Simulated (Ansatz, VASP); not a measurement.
## Two plane-wave programs on Sc

```
Sc
1.0
     3.13331    0.00000    0.00000
    -1.56666    2.71353    0.00000
     0.00000    0.00000    2.98144
Sc
1
Direct
  0.00000 0.00000 0.00000
```

Change from the starting cell: volume scaled by 1, PAW files.

Alike in both runs: task single point; functional PBE; k mesh 15 × 15 × 14; occupations fermi-dirac, width 0.1 eV; no spin polarisation.

|  | VASP | Ansatz |
| --- | --- | --- |
| version | VASP 6.6.1 | Ansatz 0.2.0 |
| potentials or method | VASP PAW PBE potentials, release 64 (Sc_sv) | PAW with Ansatz's default frozen-core files, scalar-relativistic |
| plane-wave cutoff (eV) | 520 | 420 |
| valence electrons in the cell | 11 | 11 |

```csv
,VASP,Ansatz,Ansatz less VASP
pressure (GPa),0.0,0.0,-0.03
```
